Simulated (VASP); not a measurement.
**InP: single point with r2SCAN**

InP:

```
In P
1.0
     0.00000    2.97065    2.85182
     2.97065    0.00000    2.85182
     2.97065    2.97065    0.00000
In P
1 1
Direct
  0.00000 0.00000 0.00000
  0.75000 0.75000 0.75000
```

This cell differs from its parent crystal: ratio of the length along z to the lengths across it x 0.96, volume and fractional coordinates fixed.

| Quantity | Value |
| --- | --- |
| Program | VASP 6.6.1 |
| Task | single point |
| Functional | r2SCAN |
| Potentials or basis | VASP PAW PBE potentials, release 64 (In_d, P) |
| Cutoff | 520 eV |
| k mesh | 10 × 10 × 10 |
| Occupations | gaussian, width 0.05 eV |
| Spin | no spin polarisation |

```json
{"Pressure": "1.5 GPa", "Band gap on the k mesh": "1.04 eV"}
```

Stress tensor (GPa, compression positive):
```
0.97 0.00 0.00
0.00 0.97 0.00
0.00 0.00 2.63
```

Levels at points of the mesh, in eV from the valence-band top:
```
           k point  band 5  band 6  band 7  band 8  band 9  band 10  band 11  band 12  band 13  band 14
(0.00, 0.00, 0.00)  -14.60  -12.12   -0.19   -0.19    0.00     1.04     4.28     4.35     4.35     8.99
(0.50, 0.00, 0.00)  -14.58  -10.31   -6.00   -1.27   -1.00     1.71     4.89     5.22     7.44     9.94
(0.50, 0.50, 0.00)  -14.55   -9.54   -5.82   -2.69   -2.69     1.73     2.17    10.03    10.16    10.16
(0.50, 0.00, 0.50)  -14.57   -9.69   -6.08   -2.46   -2.44     1.97     2.56     9.60    10.01    10.22
```

Run time: 6.9 min on 1 thread of Intel Xeon 8259CL, on a shared host, peak memory 0.24 GiB.

Caveat: the PAW data sets were made with another functional, which shifts forces and pressure a little; spin-orbit coupling is left out, which moves the levels of the heavy elements.
